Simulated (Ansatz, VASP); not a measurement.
BeSe: VASP beside Ansatz

The input POSCAR:

```
BeSe
1.0
    0.0000000000      2.5885384557      2.5885384557
    2.5885384557      0.0000000000      2.5885384557
    2.5885384557      2.5885384557      0.0000000000
Be Se
1 1
Direct
    0.0000000000      0.0000000000      0.0000000000
    0.2500000000      0.2500000000      0.2500000000
```

Contents of INCAR.step1:

```
ALGO = Normal ; EDIFF = 1E-5
ENCUT = 580 ; GGA = PE
GGA_COMPAT = F ; ISMEAR = -1
LASPH = T ; LCHARG = F
LREAL = F ; LWAVE = T
NBANDS = 11 ; NELM = 120
PREC = Accurate ; SIGMA = 0.05
```

The input INCAR.step2:

```
ALGO = Normal ; EDIFF = 1E-8
ENCUT = 580 ; GGA_COMPAT = F
ISIF = 2 ; ISMEAR = -1
ISTART = 1 ; LASPH = T
LCHARG = F ; LEFG = T
LMIXTAU = T ; LREAL = F
LWAVE = F ; METAGGA = R2SCAN
NBANDS = 11 ; NELM = 120
PREC = Accurate ; SIGMA = 0.05
```

Contents of KPOINTS:

```
k-points
0
Gamma
  14 14 14
```

Input for Ansatz:

```yaml
crystal:
  lattice:
    - [0.0, 2.5885384557, 2.5885384557]
    - [2.5885384557, 0.0, 2.5885384557]
    - [2.5885384557, 2.5885384557, 0.0]
  atoms:
    - { symbol: Be, position: [0.0, 0.0, 0.0] }
    - { symbol: Se, position: [0.25, 0.25, 0.25] }
kpoints:
  mp_grid: { grid: [14, 14, 14] }
  band_path:
    path:
      - [0.0, 0.0, 0.0]
      - [-0.5, -0.5, 0.0]
      - [-0.375, -0.375, 0.25]
      - [-0.375, 0.0, 0.375]
      - [0.0, 0.0, 0.0]
      - [0.0, 0.0, 0.5]
      - [-0.5, -0.25, 0.25]
      - [-0.5, -0.5, 0.0]
    npoints: 5
scf:
  occupations: { method: fermi_dirac, width: 0.05 }
hamiltonian:
  xc: r2scan
  pseudopotentials: { kind: paw }
output:
  forces: true
  stress: true
  eigenvalues: true
  efg: { contact_densities: true }
```

Alike in both runs: task electric field gradients; functional r2SCAN; k mesh 14 × 14 × 14; occupations fermi-dirac, width 0.05 eV; no spin polarisation.

```csv
,VASP,Ansatz
version,VASP 6.6.1,Ansatz 0.2.0
potentials or method,"VASP PAW PBE potentials, release 64 (Be, Se)","PAW with Ansatz's default frozen-core files, scalar-relativistic"
plane-wave cutoff (eV),580,500
valence electrons in the cell,8,18
```

|  | VASP | Ansatz | Ansatz less VASP |
| --- | --- | --- | --- |
| gap on the k mesh at the Fermi level (eV) | 3.14 | 3.14 | +0.001 |
| pressure (GPa) | -0.4 | -0.7 | -0.24 |

VASP's potentials were made for PBE, not for r2SCAN. With one functional, cell and mesh, what is left measures potentials, basis and numerics. VASP's potentials hold 8 valence electrons a cell and Ansatz's 18, so a difference there can come from the potentials and not from the codes.
